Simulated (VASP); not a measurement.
# P (P2/m) in VASP: further runs

The runs below take P through single point, with PBE-based screened hybrid with 5 % exact exchange, PBE-based screened hybrid with 10 % exact exchange, PBE-based screened hybrid with 15 % exact exchange, PBE-based screened hybrid with 25 % exact exchange.

All numbers are computed with VASP 6.6.1; they aren't measurements. Logs are shortened: lines on timing, memory, paths and dates and some standing lists are left out, and cuts for length are marked.

## (1) The cell of the first run

It takes space group P2/m (No. 10, monoclinic). Conventional cell: a = 2.425 Å, b = 2.439 Å, c = 4.852 Å, α = 90.00°, β = 90.24°, γ = 90.00°. Within 3.2 Å of P (site symmetry m) lie 6 P at 2.42 to 2.44 Å.

This isn't the form of P at room conditions, which is orthorhombic.

## (2) Single point, PBE-based screened hybrid with 5 % exact exchange

POSCAR

```
P
1.0
    2.4246941115      0.0000000000      0.0000000000
    0.0000000000      2.4385351442      0.0000000000
   -0.0203144631      0.0000000000      4.8524328982
P
2
Direct
    0.0000000300      0.0000000000      0.7494253600
    0.9999999700      0.0000000000      0.2505746400
```

INCAR.step1

```
SYSTEM = P
PREC = Accurate ; ENCUT = 520
EDIFF = 1E-5 ; ISMEAR = -1
SIGMA = 0.05 ; LREAL = .FALSE.
LASPH = .TRUE. ; NELM = 100
ALGO = Normal ; ISIF = 2
LWAVE = .TRUE. ; LCHARG = .FALSE.
GGA = PE ; NBANDS = 12
```

INCAR.step2

```
SYSTEM = P
PREC = Accurate ; ENCUT = 520
EDIFF = 1E-6 ; ISMEAR = -1
SIGMA = 0.05 ; LREAL = .FALSE.
LASPH = .TRUE. ; NELM = 100
ALGO = Normal ; ISIF = 2
LWAVE = .FALSE. ; LCHARG = .FALSE.
GGA = PE ; LHFCALC = .TRUE.
AEXX = 0.05 ; HFSCREEN = 0.2
PRECFOCK = Normal ; ISTART = 1
NBANDS = 12
```

KPOINTS

```
Automatic mesh
0
G
  6 6 3
  0 0 0
```

Potentials or basis: VASP PAW PBE potentials, release 64 (P).

Started as:

```sh
cat potpaw_PBE.64/P/POTCAR > POTCAR
cp INCAR.step1 INCAR
mpirun -np 1 vasp_std > vasp.out
cp INCAR.step2 INCAR
mpirun -np 1 vasp_std > vasp.out
```

OUTCAR:

```text
SYSTEM = P
   PREC = Accurate
   ENCUT = 520
   EDIFF = 1E-6
   ISMEAR = -1
   LREAL = .FALSE.
   LASPH = .TRUE.
   NELM = 100
   ISIF = 2
   GGA = PE
   LHFCALC = .TRUE.
   AEXX = 0.05
   HFSCREEN = 0.2
   PRECFOCK = Normal
   ISTART = 1

 ion  position               nearest neighbor table
   1  0.000  0.000  0.749-   2 2.42   2 2.43
   2  1.000  0.000  0.251-   1 2.42   1 2.43

  LATTYP: Found a simple monoclinic cell.
 ALAT       =     2.4246941115
 B/A-ratio  =     1.0057083624
 C/A-ratio  =     2.0012732318
 COS(beta)  =    -0.0041864124

  Lattice vectors:

 A1 = (   2.4246941115,   0.0000000000,   0.0000000000)
 A2 = (   0.0000000000,   2.4385351442,   0.0000000000)
 A3 = (  -0.0203144631,   0.0000000000,   4.8524328982)

Analysis of symmetry for initial positions (statically):
=====================================================================
 Subroutine PRICEL returns:
 Original cell was already a primitive cell.

 Routine SETGRP: Setting up the symmetry group for a
 simple monoclinic supercell.

 Subroutine GETGRP returns: Found  4 space group operations
 (whereof  4 operations were pure point group operations)
 out of a pool of  4 trial point group operations.

The static configuration has the point symmetry C_2h.

Analysis of symmetry for dynamics (positions and initial velocities):
=====================================================================
 Subroutine PRICEL returns:
 Original cell was already a primitive cell.

 Routine SETGRP: Setting up the symmetry group for a
 simple monoclinic supercell.

 Subroutine GETGRP returns: Found  4 space group operations
 (whereof  4 operations were pure point group operations)
 out of a pool of  4 trial point group operations.

The dynamic configuration has the point symmetry C_2h.

 Subroutine INISYM returns: Found  4 space group operations
 (whereof  4 operations are pure point group operations),
 and found     1 'primitive' translations

----------------------------------------------------------------------------------------

                                     Primitive cell

  volume of cell :      28.6910

  direct lattice vectors                    reciprocal lattice vectors
     2.424694112  0.000000000  0.000000000     0.412423157  0.000000000  0.001726589
     0.000000000  2.438535144  0.000000000     0.000000000  0.410082259  0.000000000
    -0.020314463  0.000000000  4.852432898     0.000000000  0.000000000  0.206082190

  length of vectors
     2.424694112  2.438535144  4.852475421     0.412426771  0.410082259  0.206082190

  position of ions in fractional coordinates (direct lattice)
     0.000000030  0.000000000  0.749425360
     0.999999970  0.000000000  0.250574640

  ion indices of the primitive-cell ions
   primitive index   ion index
                 1           1
                 2           2

----------------------------------------------------------------------------------------

 KPOINTS: Automatic mesh

Automatic generation of k-mesh.
 Grid dimensions read from file:
 generate k-points for:    6    6    3

 Generating k-lattice:

  Cartesian coordinates                     Fractional coordinates (reciprocal lattice)
     0.068737193  0.000000000  0.000287765     0.166666667  0.000000000  0.000000000
     0.000000000  0.068347043  0.000000000     0.000000000  0.166666667  0.000000000
     0.000000000  0.000000000  0.068694063     0.000000000  0.000000000  0.333333333

  Length of vectors
     0.068737795  0.068347043  0.068694063

  Shift w.r.t. Gamma in fractional coordinates (k-lattice)
     0.000000000  0.000000000  0.000000000

 Subroutine IBZKPT returns following result:
 ===========================================

 Found     40 irreducible k-points:

 Following reciprocal coordinates:
            Coordinates               Weight
  0.000000  0.000000  0.000000      1.000000
  0.166667  0.000000 -0.000000      2.000000
  0.333333  0.000000 -0.000000      2.000000
  0.500000  0.000000 -0.000000      1.000000
  0.000000  0.166667  0.000000      2.000000
  0.166667  0.166667 -0.000000      4.000000
[... 16 lines left out ...]
  0.000000  0.166667  0.333333      4.000000
  0.166667  0.166667  0.333333      4.000000
 [... further k-points ...]
   k-points           NKPTS =     40   k-points in BZ     NKDIM =    108   number of bands    NBANDS=     12
   number of dos      NEDOS =    301   number of ions     NIONS =      2
   total plane-waves  NPLWV =  11664
   dimension x,y,z NGX =    18 NGY =   18 NGZ =   36
   dimension x,y,z NGXF=    36 NGYF=   36 NGZF=   72
   ions per type =               2
   NGX,Y,Z   is equivalent  to a cutoff of  12.34, 12.27, 12.33 a.u.
   NGXF,Y,Z  is equivalent  to a cutoff of  24.68, 24.54, 24.67 a.u.
 SYSTEM =  P
   PREC   = accura    normal or accurate (medium, high low for compatibility)
   ISTART =      1    job   : 0-new  1-cont  2-samecut
   ICHARG =      0    charge: 1-file 2-atom 10-const
[... 72 lines left out ...]
      3       0.8106      2.00000
      4      14.9413      0.00000
      5      15.1538      0.00000
      6      15.1961      0.00000
      7      16.7236      0.00000
      8      16.7897      0.00000
      9      17.9211      0.00000
     10      18.1571      0.00000
     11      19.4182      0.00000
     12      24.4495      0.00000

 k-point     2 :       0.1667    0.0000   -0.0000
  band No.  band energies     occupation
      1      -6.5586      2.00000
      2      -2.0330      2.00000
      3       1.4023      2.00000
      4       9.5938      1.99972
      5      13.1465      0.00000
      6      15.4586      0.00000
      7      15.6766      0.00000
      8      17.2534      0.00000
      9      18.4007      0.00000
     10      19.0005      0.00000
     11      21.2396      0.00000
     12      23.0367      0.00000

 k-point     3 :       0.3333    0.0000   -0.0000
  band No.  band energies     occupation
      1      -4.6730      2.00000
      2      -0.0989      2.00000
      3       3.0172      2.00000
      4       4.0511      2.00000
      5       7.8695      2.00000
      6      13.4890      0.00000
      7      16.8396      0.00000
      8      17.0524      0.00000
      9      18.5441      0.00000
     10      19.6798      0.00000
     11      24.2600      0.00000
     12      25.7211      0.00000

 k-point     4 :       0.5000    0.0000   -0.0000
  band No.  band energies     occupation
      1      -2.6799      2.00000
      2       0.8086      2.00000
      3       2.2610      2.00000
      4       4.3170      2.00000
      5       4.3965      2.00000
      6      10.8213      0.00000
      7      17.9304      0.00000
      8      18.1400      0.00000
      9      19.4227      0.00000
     10      20.6802      0.00000
     11      24.3670      0.00000
     12      24.5605      0.00000

 k-point     5 :       0.0000    0.1667    0.0000
  band No.  band energies     occupation
      1      -6.5692      2.00000
      2      -2.0428      2.00000
      3       1.3918      2.00000
      4       9.4518      1.99998
      5      13.0138      0.00000
      6      15.6594      0.00000
      7      15.7016      0.00000
      8      17.2923      0.00000
      9      18.6252      0.00000
     10      18.8600      0.00000
     11      21.2492      0.00000
     12      23.0545      0.00000
[... 228 lines left out ...]
      1      -4.0314      2.00000
      2      -2.1220      2.00000
      3       4.6433      2.00000
      4       5.6242      2.00000
      5       7.0484      2.00000
      6      11.9225      0.00000
      7      16.1726      0.00000
      8      17.3287      0.00000
      9      18.6597      0.00000
     10      20.6780      0.00000
     11      22.4806      0.00000
     12      24.1768      0.00000

 k-point    22 :      -0.1667    0.0000    0.3333
  band No.  band energies     occupation
      1      -5.9114      2.00000
      2      -4.0162      2.00000
      3       4.5999      2.00000
      4       9.5511      1.99988
      5      10.9725      0.00000
      6      11.8575      0.00000
      7      15.9655      0.00000
      8      17.3360      0.00000
      9      19.7510      0.00000
     10      20.7609      0.00000
     11      22.5886      0.00000
     12      24.6211      0.00000

 k-point    23 :       0.0000    0.1667    0.3333
  band No.  band energies     occupation
      1      -5.9169      2.00000
      2      -4.0358      2.00000
      3       4.6089      2.00000
      4       9.4704      1.99998
      5      10.8492      0.00000
      6      11.7529      0.00000
      7      16.2024      0.00000
      8      17.5587      0.00000
      9      19.8631      0.00000
     10      20.7081      0.00000
     11      22.4807      0.00000
     12      24.5246      0.00000

 k-point    24 :       0.1667    0.1667    0.3333
  band No.  band energies     occupation
      1      -5.2592      2.00000
      2      -3.3944      2.00000
      3       5.1960      2.00000
      4       9.9995      1.35642
      5      10.0520      0.84963
      6      11.4715      0.00000
      7      12.6170      0.00000
      8      13.7562      0.00000
      9      21.8420      0.00000
     10      22.2119      0.00000
     11      24.9431      0.00000
     12      25.1177      0.00000

 [... further k-points ...]
[... 5 lines left out ...]
  --------------------------------------------------------------------------------------
  -------------------------------------------------------------------------------------
  Total        0.1393130      0.2664373      0.1417604      0.0000000      0.0000000      0.0315146
  in kB        7.7795904     14.8785316      7.9162581      0.0000000      0.0000000      1.7598571
  external PRESSURE =      10.1914601 kB  Pullay stress =       0.0000000 kB

 VOLUME and BASIS-vectors are now :
 -----------------------------------------------------------------------------
  energy-cutoff  :      520.00
  volume of cell :       28.69
      direct lattice vectors                 reciprocal lattice vectors
     2.424694112  0.000000000  0.000000000     0.412423157  0.000000000  0.001726589
     0.000000000  2.438535144  0.000000000     0.000000000  0.410082259  0.000000000
    -0.020314463  0.000000000  4.852432898     0.000000000  0.000000000  0.206082190

 POSITION                                       TOTAL-FORCE (eV/Angst)
 -----------------------------------------------------------------------------------
     -0.01522      0.00000      3.63654         0.000205      0.000000      0.021228
      2.41960      0.00000      1.21590        -0.000205      0.000000     -0.021228
 -----------------------------------------------------------------------------------
    total drift:                               -0.000000      0.000000     -0.000000

  FREE ENERGIE OF THE ION-ELECTRON SYSTEM (eV)
  ---------------------------------------------------
  free  energy   TOTEN  =       -10.9970581824 eV

  energy  without entropy=      -10.9875968607  energy(sigma->0) =      -10.99232752
```

Run time: 5.5 min. Hardware: 1 thread of Intel Xeon Platinum 8488C (Sapphire Rapids), shared host; peak memory 0.24 GiB.

Results:

```
Free energy            : -10.9971 eV
Pressure               : 1.0 GPa
Largest force          : 0.021 eV/Å
Band gap on the k mesh : zero (bands 5 and 6 overlap by 9.01 eV)
```

Forces in eV/Å, atoms in the order of the input:
```
P    0.000  0.000  0.021
P    0.000  0.000 -0.021
```

Stress tensor (GPa, compression positive):
```
0.78 0.00 0.18
0.00 1.49 0.00
0.18 0.00 0.79
```

Caveat: the k points lie up to 0.43 Å⁻¹ apart, too coarse for converged energies and pressures of a metal; the PAW data sets were made with another functional, which shifts forces and pressure a little.

## (3) Single point, PBE-based screened hybrid with 10 % exact exchange

POSCAR is that of step 2.

INCAR.step1

```
PREC = Accurate
ENCUT = 520
EDIFF = 1E-5
ISMEAR = -1
SIGMA = 0.05
LREAL = F
LASPH = T
NELM = 100
ALGO = Normal
ISIF = 2
LWAVE = T
NBANDS = 12
GGA = PE
```

INCAR.step2

```
PREC = Accurate
ENCUT = 520
EDIFF = 1E-6
ISMEAR = -1
SIGMA = 0.05
LREAL = F
LASPH = T
NELM = 100
ALGO = Normal
ISIF = 2
LWAVE = F
LCHARG = T
GGA = PE
LHFCALC = T
AEXX = 0.1
HFSCREEN = 0.2
PRECFOCK = Normal
LELF = T
LVHAR = T
NBANDS = 12
ISTART = 1
```

KPOINTS

```
regular mesh
0
Gamma
  6 6 3
```

Potentials or basis: VASP PAW PBE potentials, release 64 (P).

Started as:

```sh
cat potpaw_PBE.64/P/POTCAR > POTCAR
cp INCAR.step1 INCAR
mpirun -np 1 vasp_std > vasp.out
cp INCAR.step2 INCAR
mpirun -np 1 vasp_std > vasp.out
```

Run time: 7 min. Hardware: 1 thread of Intel Xeon Platinum 8488C (Sapphire Rapids), shared host; peak memory 0.23 GiB.

It converged, with:

```
Free energy            : -11.4028 eV
Pressure               : 0.1 GPa
Largest force          : 0.020 eV/Å
Band gap on the k mesh : zero (bands 5 and 6 overlap by 9.28 eV)
```

Forces on the atoms (eV/Å):
```
P    0.000  0.000  0.020
P    0.000  0.000 -0.020
```

Stress tensor (GPa, compression positive):
```
-0.29  0.00  0.16
 0.00  0.78  0.00
 0.16  0.00 -0.25
```

Levels at points of the mesh, in eV from the Fermi level:
```
           k point  band 2  band 3  band 4  band 5  band 6  band 7  band 8  band 9
(0.00, 0.00, 0.00)  -13.05   -9.47    5.04    5.26    5.30    6.80    6.88    8.09
(0.50, 0.00, 0.00)   -9.47   -7.98   -5.89   -5.81    0.85    8.10    8.31    9.56
(0.00, 0.50, 0.00)   -9.46   -8.12   -5.93   -5.82    0.84    8.22    8.26    9.53
(0.50, 0.50, 0.00)   -5.94   -5.81   -2.67   -2.59   -2.50   -1.65    0.85    4.62
```

Caveat: the k points lie up to 0.43 Å⁻¹ apart, too coarse for converged energies and pressures of a metal; the PAW data sets were made with another functional, which shifts forces and pressure a little.

## (4) Single point, PBE-based screened hybrid with 15 % exact exchange

POSCAR is that of step 3.

INCAR.step1

```
ALGO = Normal
EDIFF = 1E-5
ENCUT = 520
GGA = PE
ISIF = 2
ISMEAR = -1
LASPH = T
LCHARG = F
LREAL = F
LWAVE = T
NBANDS = 12
NELM = 80
PREC = Accurate
SIGMA = 0.05
```

INCAR.step2

```
AEXX = 0.15
ALGO = Normal
EDIFF = 1E-7
ENCUT = 520
GGA = PE
HFSCREEN = 0.2
ISIF = 2
ISMEAR = -1
ISTART = 1
LASPH = T
LCHARG = F
LHFCALC = T
LREAL = F
LWAVE = F
NBANDS = 12
NELM = 80
PREC = Accurate
PRECFOCK = Normal
SIGMA = 0.05
```

KPOINTS

```
k-points
0
Gamma
  6 6 3
```

Started as:

```sh
cat potpaw_PBE.64/P/POTCAR > POTCAR
cp INCAR.step1 INCAR
mpirun -np 1 vasp_std > vasp.out
cp INCAR.step2 INCAR
mpirun -np 1 vasp_std > vasp.out
```

Run time: 8 min. Hardware: 1 thread of Intel Xeon Platinum 8488C (Sapphire Rapids), shared host; peak memory 0.23 GiB.

The run converged. Its results:

- Free energy: -11.8105 eV
- Pressure: -0.8 GPa
- Largest force: 0.019 eV/Å
- Band gap on the k mesh: zero (bands 5 and 6 overlap by 9.55 eV)

Forces in eV/Å, atoms in the order of the input:
```
P    0.000  0.000  0.019
P    0.000  0.000 -0.019
```

Stress tensor (GPa, compression positive):
```
-1.37  0.00  0.15
 0.00  0.15  0.00
 0.15  0.00 -1.29
```

Levels at points of the mesh, in eV from the Fermi level:
| k point | band 3 | band 4 | band 5 | band 6 | band 7 | band 8 |
| --- | --- | --- | --- | --- | --- | --- |
| (0.00, 0.00, 0.00) | -9.71 | 5.18 | 5.41 | 5.45 | 6.92 | 7.00 |
| (0.50, 0.00, 0.00) | -8.19 | -6.06 | -5.98 | 0.91 | 8.31 | 8.52 |
| (0.00, 0.50, 0.00) | -8.33 | -6.11 | -5.99 | 0.91 | 8.43 | 8.47 |
| (0.50, 0.50, 0.00) | -5.98 | -2.77 | -2.69 | -2.60 | -1.64 | 0.91 |

Caveat: the k points lie up to 0.43 Å⁻¹ apart, too coarse for converged energies and pressures of a metal; the PAW data sets were made with another functional, which shifts forces and pressure a little.

## (5) Single point, PBE-based screened hybrid with 25 % exact exchange

POSCAR is that of step 4.

INCAR.step1

```
SYSTEM = P
  ALGO = Normal
  EDIFF = 1E-5
  ENCUT = 520
  GGA = PE
  ISIF = 2
  ISMEAR = -1
  LASPH = .TRUE.
  LREAL = .FALSE.
  LWAVE = .TRUE.
  NBANDS = 12
  NELM = 60
  PREC = Accurate
  SIGMA = 0.05
```

INCAR.step2

```
SYSTEM = P
  AEXX = 0.25
  ALGO = Normal
  EDIFF = 1E-6
  ENCUT = 520
  GGA = PE
  HFSCREEN = 0.3
  ISIF = 2
  ISMEAR = -1
  ISTART = 1
  LASPH = .TRUE.
  LCHARG = .TRUE.
  LELF = .TRUE.
  LHFCALC = .TRUE.
  LREAL = .FALSE.
  LVHAR = .TRUE.
  LWAVE = .FALSE.
  NBANDS = 12
  NELM = 60
  PREC = Accurate
  PRECFOCK = Normal
  SIGMA = 0.05
```

KPOINTS

```
k-points
0
G
  6 6 3
  0 0 0
```

Started as:

```sh
cat potpaw_PBE.64/P/POTCAR > POTCAR
cp INCAR.step1 INCAR
mpirun -np 1 vasp_std > vasp.out
cp INCAR.step2 INCAR
mpirun -np 1 vasp_std > vasp.out
```

It took 11 min on 1 thread of Intel Xeon Platinum 8259CL at 2.50GHz (Skylake/Cascade Lake), shared host; peak memory 0.23 GiB.

It converged, with:

```yaml
Free_energy: -12.2091 eV
Pressure: -2.1 GPa
Largest_force: 0.018 eV/Å
Band_gap_on_the_k_mesh: zero (bands 5 and 6 overlap by 9.84 eV)
```

Forces on the atoms (eV/Å):
```
P    0.000  0.000  0.018
P    0.000  0.000 -0.018
```

Stress tensor (GPa, compression positive):
```
-2.64  0.00  0.18
 0.00 -1.19  0.00
 0.18  0.00 -2.57
```

Levels at points of the mesh, in eV from the Fermi level:
| k point | band 3 | band 4 | band 5 | band 6 | band 7 | band 8 |
| --- | --- | --- | --- | --- | --- | --- |
| (0.00, 0.00, 0.00) | -9.98 | 5.33 | 5.57 | 5.62 | 7.04 | 7.13 |
| (0.50, 0.00, 0.00) | -8.41 | -6.23 | -6.15 | 0.95 | 8.54 | 8.76 |
| (0.00, 0.50, 0.00) | -8.56 | -6.28 | -6.17 | 0.95 | 8.67 | 8.71 |
| (0.50, 0.50, 0.00) | -6.16 | -2.87 | -2.78 | -2.69 | -1.63 | 0.95 |

Caveat: the k points lie up to 0.43 Å⁻¹ apart, too coarse for converged energies and pressures of a metal; the PAW data sets were made with another functional, which shifts forces and pressure a little.

## (6) Summary

```tsv
level	share of exact exchange	screening parameter	gap on the mesh (eV)	pressure (GPa)	largest force (eV/Å)
PBE-based screened hybrid with 5 % exact exchange	0.05	0.2 1/Å	none	1.0	0.02
PBE-based screened hybrid with 10 % exact exchange	0.1	0.2 1/Å	none	0.1	0.02
PBE-based screened hybrid with 15 % exact exchange	0.15	0.2 1/Å	none	-0.8	0.02
PBE-based screened hybrid with 25 % exact exchange	0.25	0.3 1/Å	none	-2.1	0.02
```

Alike in all rows: task single point; potentials or basis VASP PAW PBE potentials, release 64 (P); no spin polarisation; cell as given; k mesh 6 × 6 × 3; cutoff (eV) 520; smearing fermi-dirac 0.05 eV.

Caveats: all runs use coarse meshes; the PAW data sets were made with another functional, which shifts forces and pressure a little.

Total energies depend on the potentials used, so only differences within one code and one set of settings carry meaning.
